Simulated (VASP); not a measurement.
Set up this calculation in VASP 6.6.1, as the native input.

| Quantity | Value |
| --- | --- |
| Task | electric field gradients |
| Functional | PBEsol |
| Potentials or basis | VASP PAW PBE potentials, release 64 (Cu) |
| Cutoff | 520 eV |
| k mesh | 17 × 17 × 17 |
| Occupations | fermi-dirac, width 0.03 eV |
| Spin | no spin polarisation |
| Dipole correction | no |
| Further INCAR settings | ALGO = Normal; EDIFF = 1e-08; NBANDS = 12 |

The structure of Cu lies in POSCAR:

```
Cu
1.0
    0.0000000000      1.8255750000      1.8075000000
    1.8255750000      0.0000000000      1.8075000000
    1.8255750000      1.8255750000      0.0000000000
Cu
1
Direct
    0.0000000000      0.0000000000      0.0000000000
```

This cell differs from its parent crystal: equal xx and yy strain of +1 %.

These files were run (other wordings do the same):

INCAR

```
SYSTEM = Cu
PREC = Accurate
ENCUT = 520
EDIFF = 1E-8
ISMEAR = -1
SIGMA = 0.03
LREAL = .False.
LASPH = .True.
NELM = 100
ALGO = Normal
ISIF = 2
LWAVE = .False.
LCHARG = .False.
GGA = PS
LEFG = .True.
NBANDS = 12
```

KPOINTS

```
regular mesh
0
Gamma
  17 17 17
  0 0 0
```

Potentials or basis: VASP PAW PBE potentials, release 64 (Cu).

Run with:

```bash
$ cat potpaw_PBE.64/Cu/POTCAR > POTCAR
$ mpirun -np 1 vasp_std > vasp.out
```

Results of the run:

```
Pressure : -8.6 GPa
```

Caveat: the cell differs from its parent crystal (equal xx and yy strain of +1 %); without QUAD_EFG the Cq values of the log hold for a quadrupole moment of 1 mb, not for the nuclei; the PAW data sets were made with another functional, which shifts forces and pressure a little.

Run time: 23 s on 1 thread of Intel(R) Xeon(R) 6975P-C (Granite Rapids) (shared host), peak memory 0.17 GiB.
